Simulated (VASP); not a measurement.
# Hf3ZrAl4N8 in VASP: a series of runs

The runs below take Hf3ZrAl4N8 through single point, with PBE.

Everything below comes from runs of VASP 6.6.1. Logs are shortened: lines on timing, memory, paths and dates and some standing lists are left out, and cuts for length are marked.

**1. The cell of the first run**

The typed cell holds 16 atoms: a = 6.114 Å, b = 6.183 Å, c = 6.178 Å, α = 60.95°, β = 60.40°, γ = 60.32°.

**2. Single point, PBE**

INCAR reads:

```
ALGO = Normal
EDIFF = 1E-7
ENCUT = 520
GGA = PE
ISIF = 2
ISMEAR = 0
ISYM = 0
LASPH = T
LCHARG = F
LREAL = Auto
LWAVE = F
NBANDS = 61
NELM = 60
PREC = Accurate
SIGMA = 0.1
```

KPOINTS reads:

```
k-points
0
Gamma
  3 3 3
```

POSCAR reads:

```
Hf3ZrAl4N8
1.0
   -4.3266460607      4.3196423857     -0.0000172178
   -4.3814190154     -0.0547901725      4.3622608041
    0.0548210380      4.3744462059      4.3622916696
N Al Zr Hf
8 4 1 3
Direct
    0.7523861605      0.7787590662      0.7203323758
    0.2482426434      0.7724394728      0.7266152533
    0.7630764994      0.2372766811      0.7363678687
    0.7398993077      0.7604266825      0.2594505649
    0.2606957477      0.2396340571      0.7386557289
    0.2376306417      0.7627206132      0.2618030934
    0.7523870272      0.2276309101      0.2714482409
    0.2482234073      0.2213258051      0.2777609496
    1.0002742122      1.0000816473     -0.0009818085
    0.0002799545      0.0000526568      0.4990393845
    0.5002983655      0.0000486938      0.4990483632
    0.5002414155      0.5001564094      0.4989894314
    0.5002933004      0.5000527827      0.9990254378
    0.5003038543      0.0000604885     -0.0009784151
    0.0003327732      0.5000468398     -0.0009540115
    0.0002916177      0.5000328014      0.4990589989
```

Potentials or basis: VASP PAW PBE potentials, release 64 (N, Al, Zr_sv, Hf_pv).

Started as:

```
cat potpaw_PBE.64/N/POTCAR potpaw_PBE.64/Al/POTCAR potpaw_PBE.64/Zr_sv/POTCAR potpaw_PBE.64/Hf_pv/POTCAR > POTCAR
mpirun -np 1 vasp_std > vasp.out
```

OUTCAR:

```text
EDIFF = 1E-7
   ENCUT = 520
   GGA = PE
   ISIF = 2
   ISMEAR = 0
   ISYM = 0
   LASPH = T
   LREAL = Auto
   NELM = 60
   PREC = Accurate

 ion  position               nearest neighbor table
   1  0.752  0.779  0.720-  10 2.06  11 2.07  14 2.19  16 2.19  15 2.31  13 2.33
   2  0.248  0.772  0.727-  10 2.08  11 2.10  12 2.19   9 2.19  15 2.29  13 2.30
   3  0.763  0.237  0.736-  10 2.07   9 2.19  12 2.19  16 2.19  14 2.19  13 2.29
   4  0.740  0.760  0.259-  11 2.09  16 2.19  14 2.19  12 2.19   9 2.19  15 2.27
   5  0.261  0.240  0.739-  11 2.09  14 2.19  16 2.19   9 2.19  12 2.19  15 2.27
   6  0.238  0.763  0.262-  10 2.07  12 2.19   9 2.19  14 2.19  16 2.19  13 2.29
   7  0.752  0.228  0.271-  10 2.08  11 2.10   9 2.19  12 2.19  15 2.29  13 2.30
   8  0.248  0.221  0.278-  10 2.06  11 2.07  16 2.19  14 2.19  15 2.31  13 2.33
   9  0.000  0.000  0.999-   7 2.19   2 2.19   3 2.19   6 2.19   5 2.19   4 2.19  14 3.06  14 3.06
                            13 3.09  10 3.09  10 3.09  13 3.09  15 3.09  11 3.09  15 3.09  11 3.09
  10  0.000  0.000  0.499-   1 2.06   8 2.06   3 2.07   6 2.07   7 2.08   2 2.08  11 3.06  11 3.06
                            12 3.09   9 3.09   9 3.09  12 3.09  14 3.09  16 3.09  16 3.09  14 3.09
  11  0.500  0.000  0.499-   8 2.07   1 2.07   5 2.09   4 2.09   2 2.10   7 2.10  10 3.06  10 3.06
                            14 3.09  16 3.09  16 3.09  14 3.09  12 3.09   9 3.09   9 3.09  12 3.09
  12  0.500  0.500  0.499-   2 2.19   7 2.19   6 2.19   3 2.19   4 2.19   5 2.19  16 3.06  16 3.06
                            10 3.09  13 3.09  13 3.09  10 3.09  11 3.09  15 3.09  15 3.09  11 3.09
  13  0.500  0.500  0.999-   3 2.29   6 2.29   2 2.30   7 2.30   1 2.33   8 2.33  15 3.06  15 3.06
                             9 3.09  12 3.09  12 3.09   9 3.09  16 3.09  14 3.09  14 3.09  16 3.09
  14  0.500  0.000  0.999-   1 2.19   8 2.19   5 2.19   4 2.19   3 2.19   6 2.19   9 3.06   9 3.06
                            15 3.09  11 3.09  11 3.09  15 3.09  10 3.09  13 3.09  13 3.09  10 3.09
  15  0.000  0.500  0.999-   4 2.27   5 2.27   2 2.29   7 2.29   8 2.31   1 2.31  13 3.06  13 3.06
                            14 3.09  16 3.09  16 3.09  14 3.09  12 3.09   9 3.09   9 3.09  12 3.09
  16  0.000  0.500  0.499-   1 2.19   8 2.19   4 2.19   5 2.19   3 2.19   6 2.19  12 3.06  12 3.06
                            15 3.09  11 3.09  11 3.09  15 3.09  13 3.09  10 3.09  10 3.09  13 3.09

IMPORTANT INFORMATION: All symmetrisations will be switched off!
NOSYMM: (Re-)initialisation of all symmetry stuff for point group C_1.

----------------------------------------------------------------------------------------

                                     Primitive cell

  volume of cell :     167.1920

  direct lattice vectors                    reciprocal lattice vectors
    -4.326646061  4.319642386 -0.000017218    -0.115564642  0.115748176 -0.114618378
    -4.381419015 -0.054790172  4.362260804    -0.112706427 -0.112888708  0.114619631
     0.054821038  4.374446206  4.362291670     0.112705174  0.112888366  0.114618036

  length of vectors
     6.113851198  6.182972899  6.178055808     0.199725309  0.196428763  0.196426916

  position of ions in fractional coordinates (direct lattice)
     0.752386161  0.778759066  0.720332376
     0.248242643  0.772439473  0.726615253
     0.763076499  0.237276681  0.736367869
     0.739899308  0.760426682  0.259450565
     0.260695748  0.239634057  0.738655729
     0.237630642  0.762720613  0.261803093
[... 8 lines left out ...]
     0.000332773  0.500046840  0.999045989
     0.000291618  0.500032801  0.499058999

  ion indices of the primitive-cell ions
   primitive index   ion index
                 1           1
                 2           2
                 3           3
                 4           4
                 5           5
                 6           6
[... 8 lines left out ...]
                15          15
                16          16

----------------------------------------------------------------------------------------

 KPOINTS: k-points

Automatic generation of k-mesh.
 Grid dimensions read from file:
 generate k-points for:    3    3    3

 Generating k-lattice:

  Cartesian coordinates                     Fractional coordinates (reciprocal lattice)
    -0.038521547  0.038582725 -0.038206126     0.333333333 -0.000000000 -0.000000000
    -0.037568809 -0.037629569  0.038206544     0.000000000  0.333333333  0.000000000
     0.037568391  0.037629455  0.038206012    -0.000000000  0.000000000  0.333333333

  Length of vectors
     0.066575103  0.065476254  0.065475639

  Shift w.r.t. Gamma in fractional coordinates (k-lattice)
     0.000000000  0.000000000  0.000000000

 Subroutine IBZKPT returns following result:
 ===========================================

 Found     14 irreducible k-points:

 Following reciprocal coordinates:
            Coordinates               Weight
  0.000000  0.000000  0.000000      1.000000
  0.333333  0.000000  0.000000      2.000000
 -0.333333 -0.333333 -0.333333      2.000000
 -0.000000  0.333333 -0.000000      2.000000
 -0.000000 -0.000000  0.333333      2.000000
  0.333333  0.333333 -0.000000      2.000000
 -0.333333  0.333333  0.000000      2.000000
  0.333333  0.333333 -0.333333      2.000000
  0.333333  0.000000  0.333333      2.000000
 -0.333333  0.000000  0.333333      2.000000
  0.333333 -0.333333  0.333333      2.000000
  0.000000  0.333333  0.333333      2.000000
 -0.333333  0.333333  0.333333      2.000000
 -0.000000 -0.333333  0.333333      2.000000
   k-points           NKPTS =     14   k-points in BZ     NKDIM =     14   number of bands    NBANDS=     61
   number of dos      NEDOS =    301   number of ions     NIONS =     16
   total plane-waves  NPLWV = 110592
   dimension x,y,z NGX =    48 NGY =   48 NGZ =   48
   dimension x,y,z NGXF=    96 NGYF=   96 NGZF=   96
   ions per type =               8   4   1   3
   NGX,Y,Z   is equivalent  to a cutoff of  13.05, 12.91, 12.92 a.u.
   NGXF,Y,Z  is equivalent  to a cutoff of  26.10, 25.81, 25.83 a.u.
 SYSTEM =  unknown system
   PREC   = accura    normal or accurate (medium, high low for compatibility)
   ISTART =      0    job   : 0-new  1-cont  2-samecut
   ICHARG =      2    charge: 1-file 2-atom 10-const
   ISPIN  =      1    spin polarized calculation?
   LNONCOLLINEAR =      F non collinear calculations
   LSORBIT =      F    spin-orbit coupling
   LASPH  =      T    aspherical Exc in radial PAW
   ENCUT  =  520.0 eV  38.22 Ry    6.18 a.u.  11.37 11.50 11.49*2*pi/ulx,y,z
   NELM   =     60;   NELMIN=  2; NELMDL= -5     # of ELM steps
   EDIFF  = 0.1E-06   stopping-criterion for ELM
   LREAL  =      T    real-space projection
   EDIFFG = 0.1E-05   stopping-criterion for IOM
   NSW    =      0    number of steps for IOM
   IBRION =     -1    ionic relax: 0-MD 1-quasi-New 2-CG
   NFREE  =      0    steps in history (QN), initial steepest desc. (CG)
   ISIF   =      2    stress and relaxation
   ISYM   =      0    0-nonsym 1-usesym 2-fastsym
   POTIM  = 0.5000    time-step for ionic-motion
   TEBEG  =    0.0;   TEEND  =   0.0 temperature during run
   PSTRESS=    0.0 pullay stress
   NELECT =      94.0000    total number of electrons
   NUPDOWN=      -1.0000    fix difference up-down
   EMIN   =  10.00;   EMAX   =-10.00  energy-range for DOS
   EFERMI =   0.00;   METHOD = LEGACY
   ISMEAR =     0;   SIGMA  =   0.10  broadening in eV -4-tet -1-fermi 0-gaus
   EFERMI_NEDOS =   21; number of points for ismear=-14 and -15
   IALGO  =     38    algorithm
   IMIX   =      4    mixing-type and parameters
     AMIX     =   0.40;   BMIX     =  1.00
     AMIX_MAG =   1.60;   BMIX_MAG =  1.00
  volume/ion in A,a.u.               =      10.45        70.52
  Fermi-wavevector in a.u.,A,eV,Ry     =   1.351177  2.553354 24.839877  1.825679
  Thomas-Fermi vector in A             =   2.478620
   LORBIT       =      0    0 simple, 1 ext, 2 COOP (PROOUT), +10 PAW based schemes
   GGA     = PE    functional components
   LHFCALC =     F    Hartree Fock is set to
   AEXX    =    0.0000 exact exchange contribution
   IVDW    =     0    specifies the selected vdW correction
   LEPSILON=     F    determine dielectric tensor
   LRPA    =     F    only Hartree local field effects (RPA)
 non-spin polarized calculation
 Gauss-broadening in eV      SIGMA  =   0.10
  energy-cutoff  :      520.00
  volume of cell :      167.19
 maximum number of plane-waves:      4529
 NGX is ok and might be reduce to    48
   NGX = 23   NGY = 23   NGZ = 23

 number of electron      94.0000001 magnetization

 Free energy of the ion-electron system (eV)
  ---------------------------------------------------
  ext. energy  EPLUGINS =         0.00000000
  ---------------------------------------------------
  free energy    TOTEN  =      -139.86241269 eV

  energy without entropy =     -139.83966442  energy(sigma->0) =     -139.85103855

 E-fermi :  10.2233     XC(G=0): -12.2727

 val. band max:       10.2004326936   @ k =   0.3333   0.3333  -0.0000
 cond. band min:      10.2400795166   @ k =  -0.0000  -0.3333   0.3333
 fundamental gap:      0.0396468230
 Fermi energy:        10.2232504710

 k-point     1 :       0.0000    0.0000    0.0000
  band No.  band energies     occupation
      1     -39.2888      2.00000
      2     -21.7064      2.00000
      3     -21.5971      2.00000
      4     -21.4796      2.00000
      5     -21.2748      2.00000
      6     -21.2251      2.00000
[... 51 lines left out ...]
     58      13.9544      0.00000
     59      14.1474      0.00000

 k-point     2 :       0.3333    0.0000    0.0000
  band No.  band energies     occupation
      1     -39.2891      2.00000
      2     -21.6633      2.00000
      3     -21.4837      2.00000
      4     -21.4589      2.00000
      5     -21.2593      2.00000
      6     -21.2297      2.00000
[... 51 lines left out ...]
     58      14.1713      0.00000
     59      14.2425      0.00000

 k-point     3 :      -0.3333   -0.3333   -0.3333
  band No.  band energies     occupation
      1     -39.2891      2.00000
      2     -21.6633      2.00000
      3     -21.4837      2.00000
      4     -21.4589      2.00000
      5     -21.2593      2.00000
      6     -21.2297      2.00000
[... 617 lines left out ...]
      4     -21.4237      2.00000
      5     -21.2545      2.00000
      6     -21.2250      2.00000
[... 51 lines left out ...]
     58      13.7963      0.00000
     59      13.9681      0.00000

 k-point    14 :      -0.0000   -0.3333    0.3333
  band No.  band energies     occupation
      1     -39.2890      2.00000
      2     -21.5588      2.00000
      3     -21.4734      2.00000
      4     -21.4447      2.00000
      5     -21.2560      2.00000
      6     -21.2258      2.00000
[... 51 lines left out ...]
     58      13.5708      0.00000
     59      13.8140      0.00000
 [bands above 59 left out]

------------------------ aborting loop because EDIFF is reached ----------------------------------------

  FORCE on cell =-STRESS in cart. coord.  units (eV):
  Direction    XX          YY          ZZ          XY          YZ          ZX
  --------------------------------------------------------------------------------------
  -------------------------------------------------------------------------------------
  Total       -1.0496265     -0.9971199     -0.9753071     -0.0569410     -0.0021753     -0.0032030
  in kB      -10.0584213     -9.5552578     -9.3462295     -0.5456575     -0.0208456     -0.0306937
  external PRESSURE =      -9.6533029 kB  Pullay stress =       0.0000000 kB

 VOLUME and BASIS-vectors are now :
 -----------------------------------------------------------------------------
  energy-cutoff  :      520.00
  volume of cell :      167.19
      direct lattice vectors                 reciprocal lattice vectors
    -4.326646061  4.319642386 -0.000017218    -0.115564642  0.115748176 -0.114618378
    -4.381419015 -0.054790172  4.362260804    -0.112706427 -0.112888708  0.114619631
     0.054821038  4.374446206  4.362291670     0.112705174  0.112888366  0.114618036

 POSITION                                       TOTAL-FORCE (eV/Angst)
 -----------------------------------------------------------------------------------
     -6.62789      6.35843      6.53944         0.007708      0.062193     -0.000358
     -4.41861      4.20854      6.53929         0.058909     -0.002466      0.000544
     -4.30080      6.50442      4.24730         0.000286     -0.000678     -0.002290
     -6.51881      4.28939      4.44897        -0.000385     -0.000460     -0.066427
     -2.13738      4.34419      4.26757        -0.000180     -0.000628      0.067814
     -4.35559      2.12993      4.46924         0.000297     -0.000761      0.003145
[... 8 lines left out ...]
     -2.13759      4.34431      6.53946         0.001453     -0.000534      0.000271
     -2.16476      2.15697      4.35831        -0.001684      0.000192      0.000259
 -----------------------------------------------------------------------------------
    total drift:                                0.002613      0.002951     -0.003060

  FREE ENERGIE OF THE ION-ELECTRON SYSTEM (eV)
  ---------------------------------------------------
  free  energy   TOTEN  =      -139.8624126901 eV

  energy  without entropy=     -139.8396644170  energy(sigma->0) =     -139.85103855
```

Run time: 6.4 min. Hardware: 1 thread of Intel Xeon Platinum 8488C (Sapphire Rapids), shared host; peak memory 0.37 GiB.

What came out:

```
Free energy            : -139.8624 eV
Pressure               : -1.0 GPa
Largest force          : 0.068 eV/Å
Band gap on the k mesh : zero (band 47 reaches 10.48 eV, above the bottom of band 48 at 7.92 eV)
```

Forces in eV/Å, atoms in the order of the input:
```
N    0.008  0.062  0.000
N    0.059 -0.002  0.001
N    0.000 -0.001 -0.002
N    0.000  0.000 -0.066
N    0.000 -0.001  0.068
N    0.000 -0.001  0.003
N   -0.059  0.002  0.000
N   -0.007 -0.061  0.000
Al   0.000  0.000 -0.001
Al   0.000  0.001 -0.002
Al  -0.001  0.000 -0.001
Al   0.001  0.000 -0.002
Zr   0.000  0.001  0.000
Hf   0.000  0.001  0.002
Hf   0.001 -0.001  0.000
Hf  -0.002  0.000  0.000
```

Stress tensor (GPa, compression positive):
```
-1.01 -0.05  0.00
-0.05 -0.96  0.00
 0.00  0.00 -0.93
```

Caveat: the k points lie up to 0.42 Å⁻¹ apart; spin-orbit coupling is left out, which moves the levels of the heavy elements.

**3. Single point, PBE**

INCAR reads:

```
ALGO = Normal
EDIFF = 1E-6
ENCUT = 520
GGA = PE
ISIF = 2
ISMEAR = 0
ISYM = 0
LASPH = T
LCHARG = F
LREAL = Auto
LWAVE = F
NBANDS = 61
NELM = 100
PREC = Accurate
SIGMA = 0.1
```

KPOINTS is that of step 2.

POSCAR reads:

```
Hf3ZrAl4N8
1.0
   -4.3708844649      4.3578317120     -0.0445846551
   -4.3263246249     -0.0000248151      4.3260621192
    0.0615831245      4.3748301815      4.3876204286
N Al Zr Hf
8 4 1 3
Direct
    0.7607939710      0.7369238560      0.7620912740
    0.2264918600      0.7469817524      0.7786634336
    0.7607737538      0.2393000770      0.7621036313
    0.7729824904      0.7485116804      0.2290471441
    0.2310480074      0.2490237415      0.7699841649
    0.2433462808      0.7583113247      0.2369205537
    0.7776148277      0.2505276149      0.2203859813
    0.2433703901      0.2605112218      0.2368729620
    1.0020194112     -0.0012913203     -0.0004192898
    0.5018985874     -0.0012288258      0.9996185453
    1.0019763358      0.4987874557      0.9995610984
    0.0019857039      0.4986763215      0.4997525877
    0.0020273051      0.9987532964      0.4995593774
    0.5019995173      0.4987256819     -0.0004409601
    0.5020557160     -0.0012285618      0.4995295285
    0.5020618494      0.4987445614      0.4994995496
```

Potentials or basis: VASP PAW PBE potentials, release 64 (N, Al, Zr_sv, Hf_pv).

Started as:

```
cat potpaw_PBE.64/N/POTCAR potpaw_PBE.64/Al/POTCAR potpaw_PBE.64/Zr_sv/POTCAR potpaw_PBE.64/Hf_pv/POTCAR > POTCAR
mpirun -np 1 vasp_std > vasp.out
```

Run time: 5 min. Hardware: 1 thread of Intel Xeon Platinum 8488C (Sapphire Rapids), shared host; peak memory 0.37 GiB.

The run converged. Its results:

| Item | Value |
| --- | --- |
| Free energy | -139.5499 eV |
| Pressure | -1.0 GPa |
| Largest force | 0.121 eV/Å |
| Band gap on the k mesh | zero (band 47 reaches 10.50 eV, above the bottom of band 48 at 7.95 eV) |

Forces on the atoms (eV/Å):
```
N    0.089 -0.065  0.001
N   -0.058  0.084 -0.059
N    0.001 -0.065  0.084
N    0.064  0.002  0.064
N   -0.064 -0.001 -0.064
N   -0.001  0.064 -0.088
N    0.059 -0.087  0.059
N   -0.084  0.065  0.000
Al  -0.001  0.000  0.000
Al  -0.001  0.001  0.000
Al  -0.001  0.003 -0.001
Al   0.000  0.000 -0.001
Zr  -0.001 -0.002  0.002
Hf  -0.005  0.000  0.001
Hf   0.001  0.000 -0.001
Hf   0.001  0.001  0.002
```

Stress tensor (GPa, compression positive):
```
-0.97  0.06 -0.09
 0.06 -0.96  0.06
-0.09  0.06 -0.96
```

Levels at points of the mesh, in eV from the Fermi level:
```
           k point  band 45  band 46  band 47  band 48  band 49  band 50
(0.00, 0.00, 0.00)    -2.63    -2.56    -2.36    -2.31    -0.74     0.94
```

Caveat: the k points lie up to 0.42 Å⁻¹ apart; spin-orbit coupling is left out, which moves the levels of the heavy elements.
